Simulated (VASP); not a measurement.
A run of VASP 6.6.1:

The input INCAR:

```
SYSTEM = KF
PREC = Accurate
ENCUT = 520
EDIFF = 1E-7
ISMEAR = 0
SIGMA = 0.1
LREAL = .False.
LASPH = .True.
NELM = 100
ALGO = Normal
ISIF = 2
LWAVE = .False.
LCHARG = .True.
GGA = PE
LELF = .True.
LVHAR = .True.
NBANDS = 33
```

The input KPOINTS:

```
regular mesh
0
Gamma
  6 6 2
  0 0 0
```

File POSCAR:

```
KF
1.0
    3.7785670000      0.0000000000      0.0000000000
   -1.8892830000      3.2723350000      0.0000000000
    0.0000000000      0.0000000000      9.2555600000
K F
3 3
Direct
    0.0000000000      0.0000000000      0.0000000000
    0.3333333300      0.6666666700      0.3333333300
    0.6666666700      0.3333333300      0.6666666700
    0.6666666700      0.3333333300      0.1666666700
    0.0000000000      0.0000000000      0.5000000000
    0.3333333300      0.6666666700      0.8333333300
```

Potentials or basis: VASP PAW PBE potentials, release 64 (K_sv, F).

Command:

```console
$ cat potpaw_PBE.64/K_sv/POTCAR potpaw_PBE.64/F/POTCAR > POTCAR
$ mpirun -np 1 vasp_std > vasp.out
```

Hardware: 1 thread of Intel(R) Xeon(R) 6975P-C (Granite Rapids) (shared host).

Q: How long does it take, and how much memory?

A: Run time: 48 s on 1 thread of Intel(R) Xeon(R) 6975P-C (Granite Rapids), on a shared host, peak memory 0.23 GiB. Counts: scf iterations 18, k points 14.
